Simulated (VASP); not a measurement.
Write the native input for VASP 6.6.1 that does the following.

```
Task                   : single point
Functional             : revPBE
Potentials or basis    : VASP PAW PBE potentials, release 64 (Ru_pv)
Cutoff                 : 520 eV
k mesh                 : 7 × 7 × 4
Occupations            : fermi-dirac, width 0.1 eV
Spin                   : no spin polarisation
Dipole correction      : no
Further INCAR settings : ALGO = Normal; EDIFF = 1e-07; NBANDS = 21
```

The structure of Ru lies in POSCAR:

```
Ru
1.0
    2.7329762505      0.0000000000      0.0000000000
   -1.3664881252      2.3668268609      0.0000000000
    0.0000000000      0.0000000000      4.3033319774
Ru
2
Direct
    0.3333333333      0.6666666667      0.2500000000
    0.6666666667      0.3333333333      0.7500000000
```

These files were run (other wordings do the same):

INCAR

```
SYSTEM = Ru
PREC = Accurate
ENCUT = 520
EDIFF = 1E-7
ISMEAR = -1
SIGMA = 0.1
LREAL = .False.
LASPH = .True.
NELM = 60
ALGO = Normal
ISIF = 2
LWAVE = .False.
LCHARG = .False.
GGA = RE
NBANDS = 21
```

KPOINTS

```
regular mesh
0
Gamma
  7 7 4
  0 0 0
```

Potentials or basis: VASP PAW PBE potentials, release 64 (Ru_pv).

Command:

```console
$ cat potpaw_PBE.64/Ru_pv/POTCAR > POTCAR
$ mpirun -np 1 vasp_std > vasp.out
```

It gave:

```json
{
  "Pressure": "0.5 GPa",
  "Band gap on the k mesh": "zero (band 14 reaches 13.71 eV, above the bottom of band 15 at 11.07 eV)"
}
```

Caveat: the k points lie up to 0.38 Å⁻¹ apart; the PAW data sets were made with another functional, which shifts forces and pressure a little.

It took 7.3 s on 1 thread of Intel(R) Xeon(R) Platinum 8488C (Sapphire Rapids), with other jobs on the host, peak memory 0.14 GiB.
